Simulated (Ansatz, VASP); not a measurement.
## ZnS in VASP and in Ansatz

```xyz
4
Lattice="3.7822 0.0000 0.0000 -1.8911 3.2755 0.0000 0.0000 0.0000 6.2082" Properties=species:S:1:pos:R:3 pbc="T T T"
Zn    0.0000    2.1837   -0.1145
Zn    1.8911    1.0918    2.9896
S     0.0000    2.1837    2.4426
S     1.8911    1.0918    5.5467
```

Change from the starting cell: polar distortion scaled by 0.70.

Alike in both runs: task single point; functional r2SCAN; k mesh 9 × 9 × 6; no spin polarisation.

```csv
,VASP,Ansatz
version,VASP 6.6.1,Ansatz 0.2.0
potentials or method,"VASP PAW PBE potentials, release 64 (Zn, S), cutoff 520 eV","scalar-relativistic, plane waves, PAW"
occupations,"gaussian, width 0.01 eV",fixed
valence electrons in the cell,36,36
```

```tsv
	VASP	Ansatz	Ansatz less VASP
gap on the k mesh at the Fermi level (eV)	2.98	2.97	-0.012
least direct gap on the mesh (eV)	2.98	2.97	-0.012
pressure (GPa)	3.3	3.2	-0.11
traceless stress, the component that is largest in VASP (GPa)	-4.62	-4.54	+0.081
rms of the force components (eV/Å)	0.470	0.467	-0.0031
```

VASP's potentials were made for PBE, not for r2SCAN. Atom by atom the forces differ by 0.003 eV/Å (rms over components).
